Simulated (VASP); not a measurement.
ZnO:

```
CELL_PARAMETERS angstrom
0.00000 2.13377 2.13377
2.19629 0.00000 2.13377
2.19629 2.13377 0.00000
ATOMIC_POSITIONS crystal
Zn 0.00000 0.00000 0.00000
O 0.50000 0.50000 0.50000
```

This cell differs from its parent crystal: uniaxial x strain +2.9%.

Base run:

| Property | Result |
| --- | --- |
| Program | VASP 6.6.1 |
| Functional | PBE |
| Potentials or basis | VASP PAW PBE potentials, release 64 (Zn, O) |
| Cutoff | 600 eV |
| k mesh | 10 × 10 × 10 |
| Occupations | fermi-dirac, width 0.02 eV |
| Spin | no spin polarisation |

Its results: band gap on the k mesh 0.71 eV (least direct gap 2.00 eV); pressure 3.5 GPa.

Task: The run is repeated on the same cell with these changes: functional from PBE to r2SCAN; cutoff from 600 eV to 660 eV; occupations from fermi-dirac, width 0.02 eV to gaussian, width 0.01 eV. What comes out?

Result: Band gap on the k mesh 1.33 eV (least direct gap 2.65 eV); pressure -4.2 GPa.

Caveats: the structure was generated, so it needn't be the stable form of ZnO; the cell stands under pressure (at least some runs); semilocal functionals underestimate gaps, and a narrow one can read as zero (at least some runs); the cell stands under tension (at least some runs); the PAW data sets were made with another functional, which shifts forces and pressure a little (at least some runs).

A k mesh can miss the band edges.
